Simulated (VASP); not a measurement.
Runs of VASP 6.6.1 on ZrAl2. The cell holds an amorphous packing of atoms, 24 atoms: a = 7.705 Å, b = 7.771 Å, c = 7.708 Å, α = 87.33°, β = 91.93°, γ = 87.52°. 

```tsv
smearing	gap on the mesh (eV)	pressure (GPa)	largest force (eV/Å)
fermi-dirac 0.1198 eV	0.23	3.9	(b)
fermi-dirac 0.1663 eV	0.15	4.5	(a)
fermi-dirac 0.05 eV	0.12	0.7	1.24
fermi-dirac 0.0664 eV	0.13	1.9	2.03
```

Alike in all rows: task single point; level PBE; potentials or basis VASP PAW PBE potentials, release 64 (Al, Zr_sv); no spin polarisation; cell as given; k mesh 1 × 1 × 1, shifted; cutoff (eV) 520.

**Question.** Estimate the missing entries.

**Answer.** (a) 3.19; (b) 3.70.

Caveats: all runs use coarse meshes.

A k mesh can miss the band edges, and the runs leave out spin-orbit coupling on Zr.
